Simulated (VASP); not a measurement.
# LaBr2 (P6_3/mmc) in VASP: single point with LDA

Aim: the single point of LaBr2 with LDA.

Program: VASP 6.6.1. These are calculated values, not measurements. Logs are shortened: lines on timing, memory, paths and dates and some standing lists are left out, and cuts for length are marked.

**1. The cell of the first run**

The structure is hexagonal, space group P6_3/mmc (No. 194). Conventional cell: a = 4.099 Å, b = 4.099 Å, c = 13.900 Å, α = 90.00°, β = 90.00°, γ = 120.00°. Within 4.0 Å of La (site symmetry -6m2) lie 6 Br at 3.07 Å. Within 4.0 Å of Br (site symmetry 3m) lie 3 La at 3.07 Å and 4 Br at 3.85 to 3.91 Å.

**2. Single point, LDA**

The input, INCAR:

```
SYSTEM = LaBr2
ALGO = Normal
EDIFF = 1E-6
ENCUT = 520
ISIF = 2
ISMEAR = -1
LASPH = .TRUE.
LCHARG = .FALSE.
LREAL = .FALSE.
LWAVE = .FALSE.
NBANDS = 34
NELM = 80
PREC = Accurate
SIGMA = 0.1
```

The input, KPOINTS:

```
k-points
0
G
  7 7 2
  0 0 0
```

The input, POSCAR:

```
LaBr2
1.0
    4.0988000000      0.0000000000      0.0000000000
   -2.0494000000      3.5496649300      0.0000000000
    0.0000000000      0.0000000000     13.9000000000
La Br
2 4
Direct
    0.0000000000      0.0000000000      0.2500000000
    0.0000000000      0.0000000000      0.7500000000
    0.3333333333      0.6666666667      0.3907000000
    0.6666666667      0.3333333333      0.8907000000
    0.3333333333      0.6666666667      0.1093000000
    0.6666666667      0.3333333333      0.6093000000
```

Potentials or basis: VASP PAW LDA potentials, release 64 (La, Br).

Run with:

```sh
$ cat potpaw_LDA.64/La/POTCAR potpaw_LDA.64/Br/POTCAR > POTCAR
$ mpirun -np 1 vasp_std > vasp.out
```

OUTCAR:

```text
SYSTEM = LaBr2
   EDIFF = 1E-6
   ENCUT = 520
   ISIF = 2
   ISMEAR = -1
   LASPH = .TRUE.
   LREAL = .FALSE.
   NELM = 80
   PREC = Accurate

 ion  position               nearest neighbor table
   1  0.000  0.000  0.250-   3 3.07   5 3.07   3 3.07   5 3.07   3 3.07   5 3.07
   2  0.000  0.000  0.750-   4 3.07   6 3.07   4 3.07   6 3.07   4 3.07   6 3.07
   3  0.333  0.667  0.391-   1 3.07   1 3.07   1 3.07
   4  0.667  0.333  0.891-   2 3.07   2 3.07   2 3.07
   5  0.333  0.667  0.109-   1 3.07   1 3.07   1 3.07
   6  0.667  0.333  0.609-   2 3.07   2 3.07   2 3.07

  LATTYP: Found a hexagonal cell.
 ALAT       =     4.0988000000
 C/A-ratio  =     3.3912364595

  Lattice vectors:

 A1 = (   4.0988000000,   0.0000000000,   0.0000000000)
 A2 = (  -2.0494000000,   3.5496649300,   0.0000000000)
 A3 = (   0.0000000000,   0.0000000000,  13.9000000000)

Analysis of symmetry for initial positions (statically):
=====================================================================
 Subroutine PRICEL returns:
 Original cell was already a primitive cell.

 Routine SETGRP: Setting up the symmetry group for a
 hexagonal supercell.

 Subroutine GETGRP returns: Found 24 space group operations
 (whereof 12 operations were pure point group operations)
 out of a pool of 24 trial point group operations.

The static configuration has the point symmetry D_3d.
 The point group associated with its full space group is D_6h.

Analysis of symmetry for dynamics (positions and initial velocities):
=====================================================================
 Subroutine PRICEL returns:
 Original cell was already a primitive cell.

 Routine SETGRP: Setting up the symmetry group for a
 hexagonal supercell.

 Subroutine GETGRP returns: Found 24 space group operations
 (whereof 12 operations were pure point group operations)
 out of a pool of 24 trial point group operations.

The dynamic configuration has the point symmetry D_3d.
 The point group associated with its full space group is D_6h.

 Subroutine INISYM returns: Found 24 space group operations
 (whereof 12 operations are pure point group operations),
 and found     1 'primitive' translations

----------------------------------------------------------------------------------------

                                     Primitive cell

  volume of cell :     202.2362

  direct lattice vectors                    reciprocal lattice vectors
     4.098800000  0.000000000  0.000000000     0.243973846  0.140858365  0.000000000
    -2.049400000  3.549664930  0.000000000     0.000000000  0.281716731  0.000000000
     0.000000000  0.000000000 13.900000000     0.000000000  0.000000000  0.071942446

  length of vectors
     4.098800000  4.098800004 13.900000000     0.281716731  0.281716731  0.071942446

  position of ions in fractional coordinates (direct lattice)
     0.000000000  0.000000000  0.250000000
     0.000000000  0.000000000  0.750000000
     0.333333333  0.666666667  0.390700000
     0.666666667  0.333333333  0.890700000
     0.333333333  0.666666667  0.109300000
     0.666666667  0.333333333  0.609300000

  ion indices of the primitive-cell ions
   primitive index   ion index
                 1           1
                 2           2
                 3           3
                 4           4
                 5           5
                 6           6

----------------------------------------------------------------------------------------

 KPOINTS: k-points

Automatic generation of k-mesh.
 Grid dimensions read from file:
 generate k-points for:    7    7    2

 Generating k-lattice:

  Cartesian coordinates                     Fractional coordinates (reciprocal lattice)
     0.034853407  0.020122624  0.000000000     0.142857143 -0.000000000  0.000000000
     0.000000000  0.040245247  0.000000000     0.000000000  0.142857143  0.000000000
     0.000000000  0.000000000  0.035971223     0.000000000  0.000000000  0.500000000

  Length of vectors
     0.040245247  0.040245247  0.035971223

  Shift w.r.t. Gamma in fractional coordinates (k-lattice)
     0.000000000  0.000000000  0.000000000

 Subroutine IBZKPT returns following result:
 ===========================================

 Found     16 irreducible k-points:

 Following reciprocal coordinates:
            Coordinates               Weight
  0.000000  0.000000  0.000000      1.000000
  0.142857  0.000000  0.000000      6.000000
  0.285714  0.000000  0.000000      6.000000
  0.428571 -0.000000  0.000000      6.000000
  0.142857  0.142857  0.000000      6.000000
  0.285714  0.142857  0.000000     12.000000
[... 8 lines left out ...]
  0.428571  0.142857  0.500000      6.000000
  0.285714  0.285714  0.500000      6.000000
   k-points           NKPTS =     16   k-points in BZ     NKDIM =     16   number of bands    NBANDS=     34
   number of dos      NEDOS =    301   number of ions     NIONS =      6
   total plane-waves  NPLWV =  97200
   dimension x,y,z NGX =    30 NGY =   30 NGZ =  108
   dimension x,y,z NGXF=    60 NGYF=   60 NGZF=  216
   ions per type =               2   4
   NGX,Y,Z   is equivalent  to a cutoff of  12.17, 12.17, 12.92 a.u.
   NGXF,Y,Z  is equivalent  to a cutoff of  24.34, 24.34, 25.83 a.u.
 SYSTEM =  LaBr2
   PREC   = accura    normal or accurate (medium, high low for compatibility)
   ISTART =      0    job   : 0-new  1-cont  2-samecut
   ICHARG =      2    charge: 1-file 2-atom 10-const
   ISPIN  =      1    spin polarized calculation?
   LNONCOLLINEAR =      F non collinear calculations
   LSORBIT =      F    spin-orbit coupling
   LASPH  =      T    aspherical Exc in radial PAW
   ENCUT  =  520.0 eV  38.22 Ry    6.18 a.u.   7.62  7.62 25.84*2*pi/ulx,y,z
   NELM   =     80;   NELMIN=  2; NELMDL= -5     # of ELM steps
   EDIFF  = 0.1E-05   stopping-criterion for ELM
   LREAL  =      F    real-space projection
   EDIFFG = 0.1E-04   stopping-criterion for IOM
   NSW    =      0    number of steps for IOM
   IBRION =     -1    ionic relax: 0-MD 1-quasi-New 2-CG
   NFREE  =      0    steps in history (QN), initial steepest desc. (CG)
   ISIF   =      2    stress and relaxation
   ISYM   =      2    0-nonsym 1-usesym 2-fastsym
   POTIM  = 0.5000    time-step for ionic-motion
   TEBEG  =    0.0;   TEEND  =   0.0 temperature during run
   PSTRESS=    0.0 pullay stress
   NELECT =      50.0000    total number of electrons
   NUPDOWN=      -1.0000    fix difference up-down
   EMIN   =  10.00;   EMAX   =-10.00  energy-range for DOS
   EFERMI =   0.00;   METHOD = LEGACY
   ISMEAR =    -1;   SIGMA  =   0.10  broadening in eV -4-tet -1-fermi 0-gaus
   EFERMI_NEDOS =   21; number of points for ismear=-14 and -15
   IALGO  =     38    algorithm
   IMIX   =      4    mixing-type and parameters
     AMIX     =   0.40;   BMIX     =  1.00
     AMIX_MAG =   1.60;   BMIX_MAG =  1.00
  volume/ion in A,a.u.               =      33.71       227.46
  Fermi-wavevector in a.u.,A,eV,Ry     =   1.027492  1.941679 14.364218  1.055740
  Thomas-Fermi vector in A             =   2.161440
   LORBIT       =      0    0 simple, 1 ext, 2 COOP (PROOUT), +10 PAW based schemes
   GGA     = CA    functional components
   LHFCALC =     F    Hartree Fock is set to
   AEXX    =    0.0000 exact exchange contribution
   IVDW    =     0    specifies the selected vdW correction
   LEPSILON=     F    determine dielectric tensor
   LRPA    =     F    only Hartree local field effects (RPA)
 non-spin polarized calculation
  energy-cutoff  :      520.00
  volume of cell :      202.24
 maximum number of plane-waves:      5500
   NGX = 15   NGY = 15   NGZ = 51

 number of electron      49.9999989 magnetization

 Free energy of the ion-electron system (eV)
  ---------------------------------------------------
  ext. energy  EPLUGINS =         0.00000000
  ---------------------------------------------------
  free energy    TOTEN  =       -30.09814988 eV

  energy without entropy =      -29.86395707  energy(sigma->0) =      -29.98105347

 E-fermi :   4.6197     XC(G=0):  -8.9101

 val. band max:        4.6083830939   @ k =   0.1429   0.1429   0.0000
 cond. band min:       4.6481677811   @ k =   0.4286   0.1429   0.0000
 fundamental gap:      0.0397846873
 Fermi energy:         4.6196664067

 k-point     1 :       0.0000    0.0000    0.0000
  band No.  band energies     occupation
      1     -28.7754      2.00000
      2     -28.7754      2.00000
      3     -13.3147      2.00000
      4     -13.2677      2.00000
      5     -12.2811      2.00000
      6     -12.2811      2.00000
[... 26 lines left out ...]
     33       5.8070      0.00001
     34       5.8150      0.00001

 k-point     2 :       0.1429    0.0000    0.0000
  band No.  band energies     occupation
      1     -28.7656      2.00000
      2     -28.7656      2.00000
      3     -13.2221      2.00000
      4     -13.1800      2.00000
      5     -12.5928      2.00000
      6     -12.5676      2.00000
[... 26 lines left out ...]
     33       5.7475      0.00003
     34       5.8012      0.00001

 k-point     3 :       0.2857    0.0000    0.0000
  band No.  band energies     occupation
      1     -28.7436      2.00000
      2     -28.7436      2.00000
      3     -13.0020      2.00000
      4     -12.9812      2.00000
      5     -12.9786      2.00000
      6     -12.9507      2.00000
[... 26 lines left out ...]
     33       5.8184      0.00001
     34       5.8267      0.00001
[... 408 lines left out ...]
 k-point    15 :       0.4286    0.1429    0.5000
  band No.  band energies     occupation
      1     -28.7208      2.00000
      2     -28.7208      2.00000
      3     -13.2520      2.00000
      4     -13.2520      2.00000
      5     -12.6304      2.00000
      6     -12.6304      2.00000
[... 26 lines left out ...]
     33       5.7894      0.00002
     34       5.8099      0.00001

 k-point    16 :       0.2857    0.2857    0.5000
  band No.  band energies     occupation
      1     -28.7186      2.00000
      2     -28.7186      2.00000
      3     -13.2110      2.00000
      4     -13.2110      2.00000
      5     -12.6182      2.00000
      6     -12.6182      2.00000
[... 26 lines left out ...]
     33       5.7685      0.00002
     34       5.7927      0.00002

------------------------ aborting loop because EDIFF is reached ----------------------------------------

  FORCE on cell =-STRESS in cart. coord.  units (eV):
  Direction    XX          YY          ZZ          XY          YZ          ZX
  --------------------------------------------------------------------------------------
  -------------------------------------------------------------------------------------
  Total       -3.6299852     -3.6299852     -4.8926107      0.0000000     -0.0000000      0.0000000
  in kB      -28.7578591    -28.7578592    -38.7607661      0.0000000     -0.0000000      0.0000000
  external PRESSURE =     -32.0921615 kB  Pullay stress =       0.0000000 kB

 VOLUME and BASIS-vectors are now :
 -----------------------------------------------------------------------------
  energy-cutoff  :      520.00
  volume of cell :      202.24
      direct lattice vectors                 reciprocal lattice vectors
     4.098800000  0.000000000  0.000000000     0.243973846  0.140858365  0.000000000
    -2.049400000  3.549664930  0.000000000     0.000000000  0.281716731  0.000000000
     0.000000000  0.000000000 13.900000000     0.000000000  0.000000000  0.071942446

 POSITION                                       TOTAL-FORCE (eV/Angst)
 -----------------------------------------------------------------------------------
      0.00000      0.00000      3.47500         0.000000     -0.000000      0.000000
      0.00000      0.00000     10.42500        -0.000000      0.000000      0.000000
     -0.00000      2.36644      5.43073        -0.000000     -0.000000     -0.525880
      2.04940      1.18322     12.38073         0.000000     -0.000000     -0.525880
     -0.00000      2.36644      1.51927         0.000000      0.000000      0.525880
      2.04940      1.18322      8.46927        -0.000000     -0.000000      0.525880
 -----------------------------------------------------------------------------------
    total drift:                               -0.000000      0.000000      0.000000

  FREE ENERGIE OF THE ION-ELECTRON SYSTEM (eV)
  ---------------------------------------------------
  free  energy   TOTEN  =       -30.0981498783 eV

  energy  without entropy=      -29.8639570716  energy(sigma->0) =      -29.98105347
```

It took 97 s on 1 thread of Intel Xeon Platinum 8488C (Sapphire Rapids), shared host; peak memory 0.29 GiB.

Results:

* Free energy: -30.0981 eV
* Pressure: -3.2 GPa
* Largest force: 0.526 eV/Å
* Band gap on the k mesh: zero (band 25 reaches 4.86 eV, above the bottom of band 26 at 4.50 eV)

Forces on the atoms (eV/Å):
```
La   0.000  0.000  0.000
La   0.000  0.000  0.000
Br   0.000  0.000 -0.526
Br   0.000  0.000 -0.526
Br   0.000  0.000  0.526
Br   0.000  0.000  0.526
```

Levels at points of the mesh, in eV from the Fermi level:
| k point | band 22 | band 23 | band 24 | band 25 | band 26 | band 27 | band 28 | band 29 |
| --- | --- | --- | --- | --- | --- | --- | --- | --- |
| (0.00, 0.00, 0.00) | -3.74 | -3.74 | -3.28 | -0.04 | 0.33 | 0.73 | 0.81 | 1.08 |
| (0.00, 0.00, 0.50) | -3.77 | -3.77 | -3.77 | 0.18 | 0.18 | 0.77 | 0.77 | 1.09 |

Caveat: spin-orbit coupling is left out, which moves the levels of the heavy elements.
